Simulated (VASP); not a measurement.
Write the native input for VASP 6.6.1 that does the following.

```yaml
Task: single point
Functional: revPBE
Potentials_or_basis: VASP PAW PBE potentials, release 64 (Rb_sv)
Cutoff: 520 eV
k_mesh: 8 × 8 × 2
Occupations: fermi-dirac, width 0.1 eV
Spin: no spin polarisation
Dipole_correction: no
Further_INCAR_settings: ALGO = Normal; EDIFF = 1e-07; NBANDS = 26
```

The structure of Rb lies in POSCAR:

```
Rb
1.0
    5.3172951226      0.0000000000      0.0000000000
   -2.6586475613      4.6049126556      0.0000000000
    0.0000000000      0.0000000000     17.5521458524
Rb
4
Direct
    0.0000000000      1.0000000000      0.0000000000
    0.0000000000      1.0000000000      0.5000000000
    0.3333333333      0.6666666667      0.2500000000
    0.6666666667      0.3333333333      0.7500000000
```

This isn't the form of Rb at room conditions, which is bcc.

The input as run:

INCAR

```
SYSTEM = Rb
PREC = Accurate
ENCUT = 520
EDIFF = 1E-7
ISMEAR = -1
SIGMA = 0.1
LREAL = .FALSE.
LASPH = .TRUE.
NELM = 100
ALGO = Normal
ISIF = 2
LWAVE = .FALSE.
LCHARG = .FALSE.
GGA = RE
NBANDS = 26
```

KPOINTS

```
regular mesh
0
G
  8 8 2
  0 0 0
```

Potentials or basis: VASP PAW PBE potentials, release 64 (Rb_sv).

Run with:

```console
$ cat potpaw_PBE.64/Rb_sv/POTCAR > POTCAR
$ mpirun -np 1 vasp_std > vasp.out
```

Results of the run:

* Pressure: -0.1 GPa
* Band gap on the k mesh: zero (bands 18 and 19 overlap by 1.73 eV)

Caveat: the PAW data sets were made with another functional, which shifts forces and pressure a little.

Wall time 6.5 min on 1 thread of Intel Xeon 8259CL, on a shared host, peak memory 0.57 GiB.
